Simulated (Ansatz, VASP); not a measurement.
## Ti in VASP and in Ansatz

Contents of INCAR:

```
PREC = Accurate
ENCUT = 520
EDIFF = 1E-7
ISMEAR = -1
SIGMA = 0.05
LREAL = False
LASPH = True
NELM = 100
ALGO = Normal
ISIF = 2
LWAVE = False
LCHARG = False
GGA = PE
NBANDS = 12
```

KPOINTS

```
Automatic mesh
0
Gamma
  15 15 15
```

The input POSCAR:

```
Ti
1.0
    0.0000000000      2.0300000000      1.9894000000
    2.0300000000      0.0000000000      1.9894000000
    2.0300000000      2.0300000000      0.0000000000
Ti
1
Direct
    0.0000000000      0.0000000000      0.0000000000
```

Input for Ansatz:

```yaml
crystal:
  lattice:
    - [0.0, 2.03, 1.9894]
    - [2.03, 0.0, 1.9894]
    - [2.03, 2.03, 0.0]
  atoms:
    - { symbol: Ti, position: [0.0, 0.0, 0.0] }
kpoints:
  mp_grid: { grid: [15, 15, 15] }
  band_path:
    path:
      - [0.0, 0.0, 0.0]
      - [0.0, 0.5, 0.5]
      - [0.25, 0.75, 0.5]
      - [0.0, 0.5, 0.0]
      - [0.0, 0.0, 0.0]
      - [0.5, 0.5, 0.0]
      - [0.3801541025, 0.6198458975, 0.0]
      - [-0.3801541025, 0.3801541025, 0.0]
      - [0.0, 0.0, 0.0]
    npoints: 5
scf:
  occupations: { method: fermi_dirac, width: 0.05 }
hamiltonian:
  xc: pbe
  pseudopotentials: { kind: all_electron, lapw: { basis_error: 0.00025 } }
output:
  forces: true
  stress: true
  eigenvalues: true
```

Change from the starting cell: zz strain of -2 %.

Alike in both runs: task single point; functional PBE; k mesh 15 × 15 × 15; occupations fermi-dirac, width 0.05 eV; no spin polarisation.

```csv
,VASP,Ansatz
version,VASP 6.6.1,Ansatz 0.2.0
potentials or method,"VASP PAW PBE potentials, release 64 (Ti_sv), cutoff 520 eV","all-electron LAPW, scalar-relativistic"
```

```csv
,VASP,Ansatz,Ansatz less VASP
pressure (GPa),6.7,7.0,+0.36
"traceless stress, the component that is largest in VASP (GPa)",0.60,0.60,-0.002
```

Ansatz ran all-electron here, and VASP with PAW potentials.
